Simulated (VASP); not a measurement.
# In2Au (Fm-3m) in VASP: a series of runs, part 2 of 3

VASP 6.6.1. The steps go on from the part before.

## (3) Electric field gradients, LDA (21.53 Å³/atom)

Input file INCAR:

```
SYSTEM = In2Au
PREC     = Accurate       ! precision mode
ENCUT    = 520            ! plane-wave cutoff, eV
EDIFF    = 1E-8           ! SCF threshold, eV
ISMEAR   = -1             ! smearing method
SIGMA    = 0.05           ! smearing width, eV
LREAL    = .FALSE.        ! projectors in reciprocal space
LASPH    = .TRUE.         ! aspherical terms in the spheres
NELM     = 60             ! most SCF steps
ALGO     = Normal         ! electronic algorithm
ISIF     = 2              ! what is computed and relaxed
LWAVE    = .FALSE.        ! write WAVECAR
LCHARG   = .FALSE.        ! write CHGCAR
LEFG     = .TRUE.       
NBANDS   = 26             ! bands
```

Input file KPOINTS:

```
Automatic mesh
0
G
  10 10 10
  0 0 0
```

Input file POSCAR:

```
In2Au
1.0
    0.0000000000      3.1846344394      3.1846344394
    3.1846344394      0.0000000000      3.1846344394
    3.1846344394      3.1846344394      0.0000000000
In Au
2 1
Direct
    0.2500000000      0.2500000000      0.2500000000
    0.7500000000      0.7500000000      0.7500000000
    0.0000000000      0.0000000000      0.0000000000
```

Potentials or basis: VASP PAW LDA potentials, release 64 (In_d, Au).

Launch:

```sh
$ cat potpaw_LDA.64/In_d/POTCAR potpaw_LDA.64/Au/POTCAR > POTCAR
$ mpirun -np 1 vasp_std > vasp.out
```

OUTCAR:

```text
SYSTEM = In2Au
   PREC = Accurate
   ENCUT = 520
   EDIFF = 1E-8
   ISMEAR = -1
   LREAL = .FALSE.
   LASPH = .TRUE.
   NELM = 60
   ISIF = 2

 ion  position               nearest neighbor table
   1  0.250  0.250  0.250-   3 2.76   3 2.76   3 2.76   3 2.76   2 3.18   2 3.18   2 3.18   2 3.18
                             2 3.18   2 3.18
   2  0.750  0.750  0.750-   3 2.76   3 2.76   3 2.76   3 2.76   1 3.18   1 3.18   1 3.18   1 3.18
                             1 3.18   1 3.18
   3  0.000  0.000  0.000-   2 2.76   2 2.76   2 2.76   1 2.76   2 2.76   1 2.76   1 2.76   1 2.76

  LATTYP: Found a face centered cubic cell.
 ALAT       =     6.3692688788

  Lattice vectors:

 A1 = (   0.0000000000,   3.1846344394,   3.1846344394)
 A2 = (   3.1846344394,   0.0000000000,   3.1846344394)
 A3 = (   3.1846344394,   3.1846344394,   0.0000000000)

Analysis of symmetry for initial positions (statically):
=====================================================================
 Subroutine PRICEL returns:
 Original cell was already a primitive cell.

 Routine SETGRP: Setting up the symmetry group for a
 face centered cubic supercell.

 Subroutine GETGRP returns: Found 48 space group operations
 (whereof 48 operations were pure point group operations)
 out of a pool of 48 trial point group operations.

The static configuration has the point symmetry O_h .

Analysis of symmetry for dynamics (positions and initial velocities):
=====================================================================
 Subroutine PRICEL returns:
 Original cell was already a primitive cell.

 Routine SETGRP: Setting up the symmetry group for a
 face centered cubic supercell.

 Subroutine GETGRP returns: Found 48 space group operations
 (whereof 48 operations were pure point group operations)
 out of a pool of 48 trial point group operations.

The dynamic configuration has the point symmetry O_h .

 Subroutine INISYM returns: Found 48 space group operations
 (whereof 48 operations are pure point group operations),
 and found     1 'primitive' translations

----------------------------------------------------------------------------------------

                                     Primitive cell

  volume of cell :      64.5965

  direct lattice vectors                    reciprocal lattice vectors
     0.000000000  3.184634439  3.184634439    -0.157003892  0.157003892  0.157003892
     3.184634439  0.000000000  3.184634439     0.157003892 -0.157003892  0.157003892
     3.184634439  3.184634439  0.000000000     0.157003892  0.157003892 -0.157003892

  length of vectors
     4.503753215  4.503753215  4.503753215     0.271938717  0.271938717  0.271938717

  position of ions in fractional coordinates (direct lattice)
     0.250000000  0.250000000  0.250000000
     0.750000000  0.750000000  0.750000000
     0.000000000  0.000000000  0.000000000

  ion indices of the primitive-cell ions
   primitive index   ion index
                 1           1
                 2           2
                 3           3

[... 80 lines left out ...]
   TEBEG  =    0.0;   TEEND  =   0.0 temperature during run
   PSTRESS=    0.0 pullay stress
   NELECT =      37.0000    total number of electrons
   NUPDOWN=      -1.0000    fix difference up-down
   EMIN   =  10.00;   EMAX   =-10.00  energy-range for DOS
   EFERMI =   0.00;   METHOD = LEGACY
   ISMEAR =    -1;   SIGMA  =   0.05  broadening in eV -4-tet -1-fermi 0-gaus
   EFERMI_NEDOS =   21; number of points for ismear=-14 and -15
   IALGO  =     38    algorithm
   IMIX   =      4    mixing-type and parameters
     AMIX     =   0.40;   BMIX     =  1.00
     AMIX_MAG =   1.60;   BMIX_MAG =  1.00
  volume/ion in A,a.u.               =      21.53       145.31
  Fermi-wavevector in a.u.,A,eV,Ry     =   1.359583  2.569240 25.149917  1.848467
  Thomas-Fermi vector in A             =   2.486319
   LORBIT       =      0    0 simple, 1 ext, 2 COOP (PROOUT), +10 PAW based schemes
   GGA     = CA    functional components
   LHFCALC =     F    Hartree Fock is set to
   AEXX    =    0.0000 exact exchange contribution
   IVDW    =     0    specifies the selected vdW correction
   LEPSILON=     F    determine dielectric tensor
   LRPA    =     F    only Hartree local field effects (RPA)
 non-spin polarized calculation
  energy-cutoff  :      520.00
  volume of cell :       64.60
 maximum number of plane-waves:      1807
 NGX is ok and might be reduce to    36
   NGX = 17   NGY = 17   NGZ = 17

 number of electron      37.0000011 magnetization

 Free energy of the ion-electron system (eV)
  ---------------------------------------------------
  ext. energy  EPLUGINS =         0.00000000
  ---------------------------------------------------
  free energy    TOTEN  =       -11.65646126 eV

  energy without entropy =      -11.64916928  energy(sigma->0) =      -11.65281527

 E-fermi :   8.6951     XC(G=0): -11.3608

 val. band max:        8.6606932674   @ k =   0.4000   0.4000   0.0000
 cond. band min:       8.7214862093   @ k =   0.3000   0.3000   0.0000
 fundamental gap:      0.0607929419
 Fermi energy:         8.6951009054

 k-point     1 :       0.0000    0.0000    0.0000
  band No.  band energies     occupation
      1      -6.3161      2.00000
      2      -6.3161      2.00000
      3      -6.1326      2.00000
      4      -6.1326      2.00000
      5      -6.1326      2.00000
      6      -5.7980      2.00000
[... 685 lines left out ...]
     25      18.9183      0.00000
     26      19.1097      0.00000

 [... further k-points ...]

------------------------ aborting loop because EDIFF is reached ----------------------------------------

  FORCE on cell =-STRESS in cart. coord.  units (eV):
  Direction    XX          YY          ZZ          XY          YZ          ZX
  --------------------------------------------------------------------------------------
  -------------------------------------------------------------------------------------
  Total        1.6444540      1.6444540      1.6444540      0.0000000      0.0000000      0.0000000
  in kB       40.7871677     40.7871677     40.7871677      0.0000000      0.0000000      0.0000000
  external PRESSURE =      40.7871677 kB  Pullay stress =       0.0000000 kB

 VOLUME and BASIS-vectors are now :
 -----------------------------------------------------------------------------
  energy-cutoff  :      520.00
  volume of cell :       64.60
      direct lattice vectors                 reciprocal lattice vectors
     0.000000000  3.184634439  3.184634439    -0.157003892  0.157003892  0.157003892
     3.184634439  0.000000000  3.184634439     0.157003892 -0.157003892  0.157003892
     3.184634439  3.184634439  0.000000000     0.157003892  0.157003892 -0.157003892

 POSITION                                       TOTAL-FORCE (eV/Angst)
 -----------------------------------------------------------------------------------
      1.59232      1.59232      1.59232        -0.000000     -0.000000     -0.000000
      4.77695      4.77695      4.77695         0.000000      0.000000      0.000000
      0.00000      0.00000      0.00000        -0.000000      0.000000     -0.000000
 -----------------------------------------------------------------------------------
    total drift:                                0.000000      0.000000      0.000000

  FREE ENERGIE OF THE ION-ELECTRON SYSTEM (eV)
  ---------------------------------------------------
  free  energy   TOTEN  =       -11.6564612617 eV

  energy  without entropy=      -11.6491692770  energy(sigma->0) =      -11.65281527

 Electric field gradients (V/A^2)
---------------------------------------------------------------------
 ion       V_xx      V_yy      V_zz      V_xy      V_xz      V_yz
---------------------------------------------------------------------
   1      -0.000     0.000     0.000    -0.001    -0.001    -0.001
   2      -0.000     0.000     0.000    -0.001    -0.001    -0.001
   3      -0.000     0.000     0.000    -0.000    -0.000    -0.000
---------------------------------------------------------------------

 Electric field gradients after diagonalization (V/A^2)
 (convention: |V_zz| > |V_xx| > |V_yy|)
----------------------------------------------------------------------
 ion       V_xx      V_yy      V_zz     asymmetry (V_yy - V_xx)/ V_zz
----------------------------------------------------------------------
   1       0.001     0.001    -0.001       0.000
   2       0.001     0.001    -0.001       0.000
   3       0.000     0.000    -0.001       0.000
----------------------------------------------------------------------

           NMR quadrupolar parameters

 Cq : quadrupolar parameter    Cq=e*Q*V_zz/h
 eta: asymmetry parameters     (V_yy - V_xx)/ V_zz
 Q  : nuclear electric quadrupole moment in mb (millibarn)
----------------------------------------------------------------------
 ion       Cq(MHz)       eta       Q (mb)
----------------------------------------------------------------------
   1      -0.000       0.000       1.000
   2      -0.000       0.000       1.000
   3      -0.000       0.000       1.000
----------------------------------------------------------------------
```

It took 30 s on 1 thread of Intel Xeon 6975P-C (Granite Rapids), shared host; peak memory 0.22 GiB.

Results:

```
Free energy                             : -11.6565 eV
Pressure                                : 4.1 GPa
Band gap on the k mesh                  : zero (an odd number of electrons rules out a gap without spin polarisation)
Largest electric field gradient by atom : zero within the noise of the run
```

Caveat: the cell stands under pressure; spin-orbit coupling is left out, which moves the levels of the heavy elements.

(Part 2 of 3 ends here.)
